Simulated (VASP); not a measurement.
Here is a VASP 6.6.1 calculation.

Contents of INCAR:

```
PREC = Accurate ; ENCUT = 600
EDIFF = 1E-6 ; ISMEAR = -1
SIGMA = 0.05 ; LREAL = F
LASPH = T ; NELM = 80
ALGO = Normal ; ISIF = 3
LWAVE = F ; LCHARG = F
GGA = PS ; IBRION = 2
NSW = 80 ; EDIFFG = -0.005
PSTRESS = 300.0
```

The input KPOINTS:

```
regular mesh
0
Gamma
  12 12 7
```

The input POSCAR:

```
Cu
1.0
    2.5340966698      0.0000000000      0.0000000000
   -1.2670483349      2.1945920917      0.0000000000
    0.0000000000      0.0000000000      4.1125710000
Cu
2
Direct
    0.6666666667      0.3333333333      0.7500000000
    0.3333333333      0.6666666667      0.2500000000
```

Potentials or basis: VASP PAW PBE potentials, release 64 (Cu).

Command:

```sh
$ cat potpaw_PBE.64/Cu/POTCAR > POTCAR
$ mpirun -np 1 vasp_std > vasp.out
```

Estimate the relaxed cell.

a = 2.417 Å, b = 2.417 Å, c = 3.942 Å, α = 90.00°, β = 90.00°, γ = 120.00°.

Estimate the relaxed volume.

9.97 Å³/atom.

The path:
```csv
step,energy change (eV),largest force (eV/Å),pressure (GPa),volume (Å³)
1,0.0000,0.0000,-0.66,22.87
2,1.7670,0.0000,122.65,16.37
3,0.2059,0.0000,27.73,20.09
4,0.2267,0.0000,29.61,19.97
5,0.2370,0.0000,30.41,19.92
6,0.2246,0.0000,29.22,19.98
7,0.2280,0.0000,29.79,19.97
8,0.2274,0.0000,29.67,19.97
9,0.2326,0.0000,30.26,19.94
10,0.2313,0.0000,29.87,19.95
11,0.2316,0.0000,29.95,19.95
12,0.2321,0.0000,29.99,19.94
```

Caveat: the cell is relaxed towards a set pressure, so the run minimises the enthalpy, not the energy; the PAW data sets were made with another functional, which shifts forces and pressure a little.
